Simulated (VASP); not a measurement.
Here is a VASP 6.6.1 calculation.

The input INCAR:

```
PREC = Accurate ; ENCUT = 520
EDIFF = 1E-8 ; ISMEAR = -1
SIGMA = 0.08 ; LREAL = False
LASPH = True ; NELM = 60
ALGO = Normal ; ISIF = 2
LWAVE = False ; LCHARG = False
GGA = CA ; LEFG = True
NBANDS = 32
```

KPOINTS

```
regular mesh
0
Gamma
  9 9 9
```

Contents of POSCAR:

```
NbCd3
1.0
    4.1867105570      0.0000000000      0.0000000000
    0.0000000000      4.1867105570      0.0000000000
    0.0000000000      0.0000000000      4.1867105570
Nb Cd
1 3
Direct
    0.0000000000      0.0000000000      0.0000000000
    0.0000000000      0.5000000000      0.5000000000
    0.5000000000      0.0000000000      0.5000000000
    0.5000000000      0.5000000000      0.0000000000
```

Potentials or basis: VASP PAW LDA potentials, release 64 (Nb_sv, Cd).

Command:

```bash
$ cat potpaw_LDA.64/Nb_sv/POTCAR potpaw_LDA.64/Cd/POTCAR > POTCAR
$ mpirun -np 1 vasp_std > vasp.out
```

(1) What does it give for the pressure?

(2) Estimate the band gap on the k mesh.

Results:

(1) 0.7 GPa.

(2) zero (an odd number of electrons rules out a gap without spin polarisation).

Caveat: without QUAD_EFG the Cq values of the log hold for a quadrupole moment of 1 mb, not for the nuclei.
